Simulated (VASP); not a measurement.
Wanted: the native input for a VASP 6.6.1 run.

| Quantity | Value |
| --- | --- |
| Task | relaxation of cell and atoms |
| Functional | LDA |
| Potentials or basis | VASP PAW LDA potentials, release 64 (Ga_d, As) |
| Cutoff | 600 eV |
| k mesh | 12 × 12 × 12 |
| Occupations | gaussian, width 0.01 eV |
| Spin | no spin polarisation |
| Dipole correction | no |
| Further INCAR settings | ALGO = Normal; EDIFF = 1e-07; IBRION = 2; EDIFFG = -0.001; NSW = 80; ISIF = 3 |

The structure of GaAs lies in POSCAR:

```
GaAs
1.0
    0.0000000000      2.8014019322      2.8014019322
    2.8014019322      0.0000000000      2.8014019322
    2.8014019322      2.8014019322      0.0000000000
Ga As
1 1
Direct
    0.0000000000      0.0000000000      0.0000000000
    0.7500000000      0.7500000000      0.7500000000
```

One way to write it, as run:

INCAR

```
SYSTEM = GaAs
PREC = Accurate
ENCUT = 600
EDIFF = 1E-7
ISMEAR = 0
SIGMA = 0.01
LREAL = .False.
LASPH = .True.
NELM = 60
ALGO = Normal
ISIF = 3
LWAVE = .False.
LCHARG = .False.
IBRION = 2
NSW = 80
EDIFFG = -0.001
```

KPOINTS

```
regular mesh
0
Gamma
  12 12 12
  0 0 0
```

Potentials or basis: VASP PAW LDA potentials, release 64 (Ga_d, As).

Run with:

```console
$ cat potpaw_LDA.64/Ga_d/POTCAR potpaw_LDA.64/As/POTCAR > POTCAR
$ mpirun -np 1 vasp_std > vasp.out
```

It gave:

```json
{
  "Relaxed volume": "22.08 Å³/atom",
  "Relaxed cell": "a = 3.968 Å, b = 3.968 Å, c = 3.968 Å, α = 60.00°, β = 60.00°, γ = 60.00°",
  "Space group after relaxing (to 0.05 Å)": "F-43m (No. 216)",
  "Energy gained by relaxing": "0.1 meV/atom",
  "Ionic steps": "6",
  "Pressure after relaxing": "0.0 GPa",
  "Band gap on the k mesh": "0.50 eV, direct"
}
```

Run time: 85 s on 1 thread of Intel(R) Xeon(R) Platinum 8488C (Sapphire Rapids), on a shared host, peak memory 0.2 GiB.
